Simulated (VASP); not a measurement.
Input of a VASP 6.6.1 run:

Contents of INCAR:

```
SYSTEM = InSb3
PREC     = Accurate       ! precision mode
ENCUT    = 520            ! plane-wave cutoff, eV
EDIFF    = 1E-6           ! SCF threshold, eV
ISMEAR   = -1             ! smearing method
SIGMA    = 0.069          ! smearing width, eV
LREAL    = .FALSE.        ! projectors in reciprocal space
LASPH    = .TRUE.         ! aspherical terms in the spheres
NELM     = 60             ! most SCF steps
ALGO     = Normal         ! electronic algorithm
ISIF     = 2              ! what is computed and relaxed
LWAVE    = .FALSE.        ! write WAVECAR
LCHARG   = .FALSE.        ! write CHGCAR
GGA      = PE             ! functional
NBANDS   = 22             ! bands
```

The input KPOINTS:

```
regular mesh
0
G
  6 6 6
  0 0 0
```

Contents of POSCAR:

```
InSb3
1.0
    4.8063670000      0.0000000000      0.0000000000
    0.0000000000      4.8063670000      0.0000000000
    0.0000000000      0.0000000000      4.8063670000
In Sb
1 3
Direct
    0.0000000000      0.0000000000      0.0000000000
    0.5000000000      0.0000000000      0.5000000000
    0.0000000000      0.5000000000      0.5000000000
    0.5000000000      0.5000000000      0.0000000000
```

Potentials or basis: VASP PAW PBE potentials, release 64 (In_d, Sb).

Command:

```sh
$ cat potpaw_PBE.64/In_d/POTCAR potpaw_PBE.64/Sb/POTCAR > POTCAR
$ mpirun -np 1 vasp_std > vasp.out
```

Q: Estimate the band gap on the k mesh.

A: Zero (bands 14 and 15 overlap by 4.62 eV).

Q: Estimate the pressure.

A: 0.1 GPa.

Caveat: spin-orbit coupling is left out, which moves the levels of the heavy elements.
